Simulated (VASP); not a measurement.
# AlFe (CsCl type) in VASP: a series of runs, part 2 of 2

VASP 6.6.1. Earlier steps stand in the parts before.

### 4 Single point, HSE06

This run uses another cell than the first one, of 11.82 Å³/atom.

POSCAR reads:

```
AlFe
1.0
    2.8700000000      0.0000000000      0.0000000000
    0.0000000000      2.8700000000      0.0000000000
    0.0000000000      0.0000000000      2.8700000000
Fe Al
1 1
Direct
    0.0120700405      0.0120700405      0.0120700405
    0.5000000000      0.5000000000      0.5000000000
```

INCAR.step1 reads:

```
  PREC = Accurate
  ENCUT = 520
  EDIFF = 1E-5
  ISMEAR = -1
  SIGMA = 0.1
  LREAL = False
  LASPH = True
  NELM = 80
  ALGO = Normal
  ISIF = 2
  LWAVE = True
  LCHARG = False
  NBANDS = 12
  GGA = PE
```

INCAR.step2 reads:

```
  PREC = Accurate
  ENCUT = 520
  EDIFF = 1E-6
  ISMEAR = -1
  SIGMA = 0.1
  LREAL = False
  LASPH = True
  NELM = 80
  ALGO = Normal
  ISIF = 2
  LWAVE = False
  LCHARG = False
  GGA = PE
  LHFCALC = True
  HFSCREEN = 0.2079
  PRECFOCK = Normal
  NBANDS = 12
  ISTART = 1
```

KPOINTS reads:

```
Automatic mesh
0
Gamma
  4 4 4
```

Potentials or basis: VASP PAW PBE potentials, release 64 (Fe, Al).

Started as:

```bash
cat potpaw_PBE.64/Fe/POTCAR potpaw_PBE.64/Al/POTCAR > POTCAR
cp INCAR.step1 INCAR
mpirun -np 1 vasp_std > vasp.out
cp INCAR.step2 INCAR
mpirun -np 1 vasp_std > vasp.out
```

OUTCAR:

```text
PREC = Accurate
   ENCUT = 520
   EDIFF = 1E-6
   ISMEAR = -1
   LREAL = False
   LASPH = True
   NELM = 80
   ISIF = 2
   GGA = PE
   LHFCALC = True
   HFSCREEN = 0.2079
   PRECFOCK = Normal
   ISTART = 1

 ion  position               nearest neighbor table
   1  0.012  0.012  0.012-   2 2.43   2 2.47   2 2.47   2 2.47   2 2.51   2 2.51   2 2.51   2 2.55

   2  0.500  0.500  0.500-   1 2.43   1 2.47   1 2.47   1 2.47   1 2.51   1 2.51   1 2.51   1 2.55

  LATTYP: Found a simple cubic cell.
 ALAT       =     2.8700000000

  Lattice vectors:

 A1 = (   2.8700000000,   0.0000000000,   0.0000000000)
 A2 = (   0.0000000000,   2.8700000000,   0.0000000000)
 A3 = (   0.0000000000,   0.0000000000,   2.8700000000)

Analysis of symmetry for initial positions (statically):
=====================================================================
 Subroutine PRICEL returns:
 Original cell was already a primitive cell.

 Routine SETGRP: Setting up the symmetry group for a
 simple cubic supercell.

 Subroutine GETGRP returns: Found  6 space group operations
 (whereof  6 operations were pure point group operations)
 out of a pool of 48 trial point group operations.

The static configuration has the point symmetry C_3v.

Analysis of symmetry for dynamics (positions and initial velocities):
=====================================================================
 Subroutine PRICEL returns:
 Original cell was already a primitive cell.

 Routine SETGRP: Setting up the symmetry group for a
 simple cubic supercell.

 Subroutine GETGRP returns: Found  6 space group operations
 (whereof  6 operations were pure point group operations)
 out of a pool of 48 trial point group operations.

The dynamic configuration has the point symmetry C_3v.

 Subroutine INISYM returns: Found  6 space group operations
 (whereof  6 operations are pure point group operations),
[... 117 lines left out ...]
   HFSCREEN=    0.2079 screening length (either q_TF or 0.3 A-1)
   HFSCREENC=   0.2079 screening length for correlation (either q_TF or 0.3 A-1)
   ENCUTFOCK=  -1.0 apply spherical cutoff to Coloumb kernel
   IVDW    =     0    specifies the selected vdW correction
   LEPSILON=     F    determine dielectric tensor
   LRPA    =     F    only Hartree local field effects (RPA)
 non-spin polarized calculation
  energy-cutoff  :      520.00
  volume of cell :       23.64
 maximum number of plane-waves:       647
 NGX is ok and might be reduce to    24
  NGX = 18; NGY = 18; NGZ = 18

 number of electron      11.0000001 magnetization

 Free energy of the ion-electron system (eV)
  ---------------------------------------------------
  ext. energy  EPLUGINS =         0.00000000
  ---------------------------------------------------
  free energy    TOTEN  =       -15.08868088 eV

  energy without entropy =      -15.05484224  energy(sigma->0) =      -15.07176156

 E-fermi :   7.3313     XC(G=0):  -9.9310

 val. band max:        7.2858827531   @ k =   0.2500   0.0000   0.0000
 cond. band min:       7.3840662267   @ k =   0.5000   0.0000   0.0000
 fundamental gap:      0.0981834736
 Fermi energy:         7.3313414450

 k-point     1 :       0.0000    0.0000    0.0000
  band No.  band energies     occupation
      1      -3.9084      2.00000
      2       5.1948      2.00000
      3       5.1948      2.00000
      4       7.1736      1.65781
      5       7.1979      1.58308
      6       7.1979      1.58304
      7      15.0296      0.00000
      8      15.0296      0.00000
      9      15.0438      0.00000
     10      18.5494      0.00000
     11      18.5494      0.00000
     12      24.9994      0.00000
[... 166 lines left out ...]
 k-point    13 :       0.5000    0.5000    0.5000
  band No.  band energies     occupation
      1       3.4119      2.00000
      2       3.4170      2.00000
      3       3.4170      2.00000
      4       9.4868      0.00000
      5       9.4868      0.00000
      6      11.3725      0.00000
      7      11.3736      0.00000
      8      11.3736      0.00000
      9      12.7498      0.00000
     10      14.7651      0.00000
     11      14.7651      0.00000
     12      14.7986      0.00000

------------------------ aborting loop because EDIFF is reached ----------------------------------------

  FORCE on cell =-STRESS in cart. coord.  units (eV):
  Direction    XX          YY          ZZ          XY          YZ          ZX
  --------------------------------------------------------------------------------------
  -------------------------------------------------------------------------------------
  Total       -1.4676158     -1.4676158     -1.4676158      0.0262279      0.0262279      0.0262279
  in kB      -99.4666022    -99.4666022    -99.4666022      1.7775775      1.7775775      1.7775775
  external PRESSURE =     -99.4666022 kB  Pullay stress =       0.0000000 kB

 VOLUME and BASIS-vectors are now :
 -----------------------------------------------------------------------------
  energy-cutoff  :      520.00
  volume of cell :       23.64
      direct lattice vectors                 reciprocal lattice vectors
     2.870000000  0.000000000  0.000000000     0.348432056  0.000000000  0.000000000
     0.000000000  2.870000000  0.000000000     0.000000000  0.348432056  0.000000000
     0.000000000  0.000000000  2.870000000     0.000000000  0.000000000  0.348432056

 POSITION                                       TOTAL-FORCE (eV/Angst)
 -----------------------------------------------------------------------------------
      0.03464      0.03464      0.03464        -0.251811     -0.251811     -0.251811
      1.43500      1.43500      1.43500         0.251811      0.251811      0.251811
 -----------------------------------------------------------------------------------
    total drift:                               -0.000040     -0.000040     -0.000042

  FREE ENERGIE OF THE ION-ELECTRON SYSTEM (eV)
  ---------------------------------------------------
  free  energy   TOTEN  =       -15.0886808772 eV

  energy  without entropy=      -15.0548422408  energy(sigma->0) =      -15.07176156
```

OSZICAR.step1:

```text
N       E                     dE             d eps       ncg     rms          rms(c)
DAV:   1     0.303724822794E+02    0.30372E+02   -0.47902E+03   324   0.932E+02
DAV:   2    -0.129842544295E+02   -0.43357E+02   -0.40068E+02   320   0.163E+02
DAV:   3    -0.146094942075E+02   -0.16252E+01   -0.15955E+01   404   0.357E+01
DAV:   4    -0.146297953058E+02   -0.20301E-01   -0.20291E-01   324   0.362E+00
DAV:   5    -0.146303246862E+02   -0.52938E-03   -0.52937E-03   384   0.665E-01    0.137E+01
DAV:   6    -0.164418656442E+02   -0.18115E+01   -0.48969E+01   352   0.983E+01    0.173E+01
DAV:   7    -0.127743891954E+02    0.36675E+01   -0.29153E+01   352   0.628E+01    0.233E+00
DAV:   8    -0.127557655686E+02    0.18624E-01   -0.17030E-01   368   0.343E+00    0.144E+00
DAV:   9    -0.127437732695E+02    0.11992E-01   -0.42595E-02   360   0.272E+00    0.353E-01
DAV:  10    -0.127432166181E+02    0.55665E-03   -0.22420E-03   436   0.602E-01    0.157E-01
DAV:  11    -0.127432022693E+02    0.14349E-04   -0.36926E-05   336   0.475E-02    0.292E-02
DAV:  12    -0.127431934396E+02    0.88297E-05   -0.45234E-05   248   0.840E-02
   1 F= -.12743193E+02 E0= -.12713662E+02  d E =-.590624E-01
```

It took 2.3 min on 1 thread of Intel Xeon 6975P-C (Granite Rapids), shared host; peak memory 0.24 GiB.

What came out:

```yaml
Free_energy: -15.0887 eV
Pressure: -9.9 GPa
Largest_force: 0.436 eV/Å
Band_gap_on_the_k_mesh: zero (an odd number of electrons rules out a gap without spin polarisation)
```

Forces in eV/Å, atoms in the order of the input:
```
Fe  -0.252 -0.252 -0.252
Al   0.252  0.252  0.252
```

Caveat: the k points lie up to 0.55 Å⁻¹ apart, too coarse for converged energies and pressures of a metal; the PAW data sets were made with another functional, which shifts forces and pressure a little; the run has no spin polarisation, though such a crystal can be magnetic.

The gap in the log of VASP goes by the Fermi energy; the results here count the filled bands.